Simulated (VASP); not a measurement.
# Pb (P6/mmm) in VASP: further runs

The runs below take Pb through single point, with RPBE.

Everything below comes from runs of VASP 6.6.1. Logs are shortened: lines on timing, memory, paths and dates and some standing lists are left out, and cuts for length are marked.

### Step 1. The cell of the first run

The structure is hexagonal, space group P6/mmm (No. 191). The conventional cell has a = 5.535 Å, b = 5.535 Å, c = 3.339 Å, α = 90.00°, β = 90.00°, γ = 120.00°. Within 4.4 Å of Pb (site symmetry 6/mmm) lie 14 Pb at 3.34 to 3.61 Å. Within 4.2 Å of Pb (site symmetry -6m2) lie 11 Pb at 3.20 to 3.61 Å.

### Step 2. Single point, RPBE (volume scaled by 0.88)

Input file INCAR:

```
SYSTEM = Pb
ALGO = Normal
EDIFF = 1E-6
ENCUT = 520
GGA = RP
ISIF = 2
ISMEAR = -1
LASPH = .TRUE.
LCHARG = .TRUE.
LELF = .TRUE.
LREAL = .FALSE.
LVHAR = .TRUE.
LWAVE = .FALSE.
NBANDS = 28
NELM = 60
PREC = Accurate
SIGMA = 0.1
```

Input file KPOINTS:

```
k-points
0
G
  8 8 12
  0 0 0
```

Input file POSCAR:

```
Pb
1.0
    5.5348823396      0.0000000000      0.0000000000
   -2.7674411698      4.7933487130      0.0000000000
    0.0000000000      0.0000000000      3.3393286556
Pb
3
Direct
    1.0000000000      0.0000000000      0.0000000000
    0.3333333333      0.6666666667      0.5000000000
    0.6666666667      0.3333333333      0.5000000000
```

Potentials or basis: VASP PAW PBE potentials, release 64 (Pb_d).

The run is started by

```bash
$ cat potpaw_PBE.64/Pb_d/POTCAR > POTCAR
$ mpirun -np 1 vasp_std > vasp.out
```

OUTCAR:

```text
SYSTEM = Pb
   EDIFF = 1E-6
   ENCUT = 520
   GGA = RP
   ISIF = 2
   ISMEAR = -1
   LASPH = .TRUE.
   LREAL = .FALSE.
   NELM = 60
   PREC = Accurate

 ion  position               nearest neighbor table
   1  0.000  0.000  0.000-   2 3.61   3 3.61   2 3.61   3 3.61   2 3.61   2 3.61   3 3.61   3 3.61
                             3 3.61   3 3.61   2 3.61   2 3.61
   2  0.333  0.667  0.500-   3 3.20   3 3.20   3 3.20   1 3.61   1 3.61   1 3.61   1 3.61   1 3.61
                             1 3.61
   3  0.667  0.333  0.500-   2 3.20   2 3.20   2 3.20   1 3.61   1 3.61   1 3.61   1 3.61   1 3.61
                             1 3.61

  LATTYP: Found a hexagonal cell.
 ALAT       =     5.5348823396
 C/A-ratio  =     0.6033242354

  Lattice vectors:

 A1 = (   5.5348823396,   0.0000000000,   0.0000000000)
 A2 = (  -2.7674411698,   4.7933487130,   0.0000000000)
 A3 = (   0.0000000000,   0.0000000000,   3.3393286556)

Analysis of symmetry for initial positions (statically):
=====================================================================
 Subroutine PRICEL returns:
 Original cell was already a primitive cell.

 Routine SETGRP: Setting up the symmetry group for a
 hexagonal supercell.

 Subroutine GETGRP returns: Found 24 space group operations
 (whereof 24 operations were pure point group operations)
 out of a pool of 24 trial point group operations.

The static configuration has the point symmetry D_6h.

Analysis of symmetry for dynamics (positions and initial velocities):
=====================================================================
 Subroutine PRICEL returns:
 Original cell was already a primitive cell.

 Routine SETGRP: Setting up the symmetry group for a
 hexagonal supercell.

 Subroutine GETGRP returns: Found 24 space group operations
 (whereof 24 operations were pure point group operations)
 out of a pool of 24 trial point group operations.

The dynamic configuration has the point symmetry D_6h.

 Subroutine INISYM returns: Found 24 space group operations
 (whereof 24 operations are pure point group operations),
 and found     1 'primitive' translations

----------------------------------------------------------------------------------------

                                     Primitive cell

  volume of cell :      88.5945

  direct lattice vectors                    reciprocal lattice vectors
     5.534882340  0.000000000  0.000000000     0.180672314  0.104311209  0.000000000
    -2.767441170  4.793348713  0.000000000     0.000000000  0.208622418  0.000000000
     0.000000000  0.000000000  3.339328656     0.000000000  0.000000000  0.299461390

  length of vectors
     5.534882340  5.534882340  3.339328656     0.208622418  0.208622418  0.299461390

  position of ions in fractional coordinates (direct lattice)
     0.000000000  0.000000000  0.000000000
     0.333333333  0.666666667  0.500000000
     0.666666667  0.333333333  0.500000000

  ion indices of the primitive-cell ions
   primitive index   ion index
                 1           1
                 2           2
                 3           3

----------------------------------------------------------------------------------------

 KPOINTS: k-points

Automatic generation of k-mesh.
 Grid dimensions read from file:
 generate k-points for:    8    8   12

 Generating k-lattice:

  Cartesian coordinates                     Fractional coordinates (reciprocal lattice)
     0.022584039  0.013038901  0.000000000     0.125000000 -0.000000000  0.000000000
     0.000000000  0.026077802  0.000000000     0.000000000  0.125000000  0.000000000
     0.000000000  0.000000000  0.024955116     0.000000000  0.000000000  0.083333333

  Length of vectors
     0.026077802  0.026077802  0.024955116

  Shift w.r.t. Gamma in fractional coordinates (k-lattice)
     0.000000000  0.000000000  0.000000000

 Subroutine IBZKPT returns following result:
 ===========================================

 Found     70 irreducible k-points:

 Following reciprocal coordinates:
            Coordinates               Weight
  0.000000  0.000000  0.000000      1.000000
  0.125000  0.000000  0.000000      6.000000
  0.250000  0.000000  0.000000      6.000000
  0.375000  0.000000  0.000000      6.000000
  0.500000  0.000000  0.000000      3.000000
  0.125000  0.125000  0.000000      6.000000
[... 16 lines left out ...]
  0.250000  0.000000  0.166667     12.000000
  0.375000  0.000000  0.166667     12.000000
 [... further k-points ...]
   k-points           NKPTS =     70   k-points in BZ     NKDIM =     70   number of bands    NBANDS=     28
   number of dos      NEDOS =    301   number of ions     NIONS =      3
   total plane-waves  NPLWV =  49392
   dimension x,y,z NGX =    42 NGY =   42 NGZ =   28
   dimension x,y,z NGXF=    84 NGYF=   84 NGZF=   56
   ions per type =               3
   NGX,Y,Z   is equivalent  to a cutoff of  12.62, 12.62, 13.94 a.u.
   NGXF,Y,Z  is equivalent  to a cutoff of  25.23, 25.23, 27.88 a.u.
 SYSTEM =  Pb
   PREC   = accura    normal or accurate (medium, high low for compatibility)
   ISTART =      0    job   : 0-new  1-cont  2-samecut
   ICHARG =      2    charge: 1-file 2-atom 10-const
   ISPIN  =      1    spin polarized calculation?
   LNONCOLLINEAR =      F non collinear calculations
   LSORBIT =      F    spin-orbit coupling
   LASPH  =      T    aspherical Exc in radial PAW
   ENCUT  =  520.0 eV  38.22 Ry    6.18 a.u.  10.29 10.29  6.21*2*pi/ulx,y,z
   NELM   =     60;   NELMIN=  2; NELMDL= -5     # of ELM steps
   EDIFF  = 0.1E-05   stopping-criterion for ELM
   LREAL  =      F    real-space projection
   EDIFFG = 0.1E-04   stopping-criterion for IOM
   NSW    =      0    number of steps for IOM
   IBRION =     -1    ionic relax: 0-MD 1-quasi-New 2-CG
   NFREE  =      0    steps in history (QN), initial steepest desc. (CG)
   ISIF   =      2    stress and relaxation
   ISYM   =      2    0-nonsym 1-usesym 2-fastsym
   POTIM  = 0.5000    time-step for ionic-motion
   TEBEG  =    0.0;   TEEND  =   0.0 temperature during run
   PSTRESS=    0.0 pullay stress
   NELECT =      42.0000    total number of electrons
   NUPDOWN=      -1.0000    fix difference up-down
   EMIN   =  10.00;   EMAX   =-10.00  energy-range for DOS
   EFERMI =   0.00;   METHOD = LEGACY
   ISMEAR =    -1;   SIGMA  =   0.10  broadening in eV -4-tet -1-fermi 0-gaus
   EFERMI_NEDOS =   21; number of points for ismear=-14 and -15
   IALGO  =     38    algorithm
   IMIX   =      4    mixing-type and parameters
     AMIX     =   0.40;   BMIX     =  1.00
     AMIX_MAG =   1.60;   BMIX_MAG =  1.00
  volume/ion in A,a.u.               =      29.53       199.29
  Fermi-wavevector in a.u.,A,eV,Ry     =   1.276505  2.412244 22.170205  1.629464
  Thomas-Fermi vector in A             =   2.409157
   LORBIT       =      0    0 simple, 1 ext, 2 COOP (PROOUT), +10 PAW based schemes
   GGA     = RP    functional components
   LHFCALC =     F    Hartree Fock is set to
   AEXX    =    0.0000 exact exchange contribution
   IVDW    =     0    specifies the selected vdW correction
   LEPSILON=     F    determine dielectric tensor
   LRPA    =     F    only Hartree local field effects (RPA)
 non-spin polarized calculation
  energy-cutoff  :      520.00
  volume of cell :       88.59
 maximum number of plane-waves:      2416
 NGX is ok and might be reduce to    42
   NGX = 21   NGY = 21   NGZ = 13

 number of electron      42.0000016 magnetization

 Free energy of the ion-electron system (eV)
  ---------------------------------------------------
  ext. energy  EPLUGINS =         0.00000000
  ---------------------------------------------------
  free energy    TOTEN  =        -9.24557828 eV

  energy without entropy =       -9.20303640  energy(sigma->0) =       -9.22430734

 E-fermi :   7.6564     XC(G=0): -10.2099

 val. band max:        7.6477474986   @ k =   0.1250   0.0000   0.5000
 cond. band min:       7.6677920224   @ k =   0.1250   0.0000   0.4167
 fundamental gap:      0.0200445238
 Fermi energy:         7.6563917585

 k-point     1 :       0.0000    0.0000    0.0000
  band No.  band energies     occupation
      1      -9.7071      2.00000
      2      -9.5707      2.00000
      3      -9.4939      2.00000
      4      -9.4939      2.00000
      5      -9.4217      2.00000
      6      -9.4217      2.00000
[... 20 lines left out ...]
     27      15.7828      0.00000
     28      15.8983      0.00000

 k-point     2 :       0.1250    0.0000    0.0000
  band No.  band energies     occupation
      1      -9.7029      2.00000
      2      -9.5721      2.00000
      3      -9.4968      2.00000
      4      -9.4952      2.00000
      5      -9.4410      2.00000
      6      -9.4259      2.00000
[... 20 lines left out ...]
     27      15.5005      0.00000
     28      15.6422      0.00000

 k-point     3 :       0.2500    0.0000    0.0000
  band No.  band energies     occupation
      1      -9.6927      2.00000
      2      -9.5773      2.00000
      3      -9.5166      2.00000
      4      -9.5039      2.00000
      5      -9.4763      2.00000
      6      -9.4565      2.00000
[... 20 lines left out ...]
     27      15.0609      0.00000
     28      15.2140      0.00000

 k-point     4 :       0.3750    0.0000    0.0000
  band No.  band energies     occupation
      1      -9.6823      2.00000
      2      -9.5894      2.00000
      3      -9.5485      2.00000
      4      -9.5107      2.00000
      5      -9.4854      2.00000
      6      -9.4823      2.00000
[... 578 lines left out ...]
     27      14.4351      0.00000
     28      16.4727      0.00000

 k-point    23 :       0.2500    0.0000    0.1667
  band No.  band energies     occupation
      1      -9.5991      2.00000
      2      -9.5479      2.00000
      3      -9.5214      2.00000
      4      -9.4964      2.00000
      5      -9.4925      2.00000
      6      -9.4509      2.00000
[... 20 lines left out ...]
     27      13.6373      0.00000
     28      15.8047      0.00000

 k-point    24 :       0.3750    0.0000    0.1667
  band No.  band energies     occupation
      1      -9.5908      2.00000
      2      -9.5667      2.00000
      3      -9.5278      2.00000
      4      -9.5068      2.00000
      5      -9.4980      2.00000
      6      -9.4480      2.00000
[... 20 lines left out ...]
     27      12.4654      0.00000
     28      15.1327      0.00000

 [... further k-points ...]
[... 5 lines left out ...]
  --------------------------------------------------------------------------------------
  -------------------------------------------------------------------------------------
  Total        3.2668127      3.2668127      2.9331104      0.0000000      0.0000000      0.0000000
  in kB       59.0783335     59.0783335     53.0435282      0.0000000      0.0000000      0.0000000
  external PRESSURE =      57.0667317 kB  Pullay stress =       0.0000000 kB

 VOLUME and BASIS-vectors are now :
 -----------------------------------------------------------------------------
  energy-cutoff  :      520.00
  volume of cell :       88.59
      direct lattice vectors                 reciprocal lattice vectors
     5.534882340  0.000000000  0.000000000     0.180672314  0.104311209  0.000000000
    -2.767441170  4.793348713  0.000000000     0.000000000  0.208622418  0.000000000
     0.000000000  0.000000000  3.339328656     0.000000000  0.000000000  0.299461390

 POSITION                                       TOTAL-FORCE (eV/Angst)
 -----------------------------------------------------------------------------------
      0.00000      0.00000      0.00000         0.000000     -0.000000     -0.000000
     -0.00000      3.19557      1.66966        -0.000000      0.000000     -0.000000
      2.76744      1.59778      1.66966         0.000000     -0.000000      0.000000
 -----------------------------------------------------------------------------------
    total drift:                                0.000000      0.000000     -0.000000

  FREE ENERGIE OF THE ION-ELECTRON SYSTEM (eV)
  ---------------------------------------------------
  free  energy   TOTEN  =        -9.2455782793 eV

  energy  without entropy=       -9.2030363956  energy(sigma->0) =       -9.22430734
```

It took 64 s on 1 thread of Intel Xeon 6975P-C (Granite Rapids), shared host; peak memory 0.28 GiB.

What came out:

- Free energy: -9.2456 eV
- Pressure: 5.7 GPa
- Band gap on the k mesh: zero (band 21 reaches 9.32 eV, above the bottom of band 22 at 5.57 eV)

Caveat: the PAW data sets were made with another functional, which shifts forces and pressure a little; spin-orbit coupling is left out, which moves the levels of the heavy elements.

(Continued in part 2 of 3.)
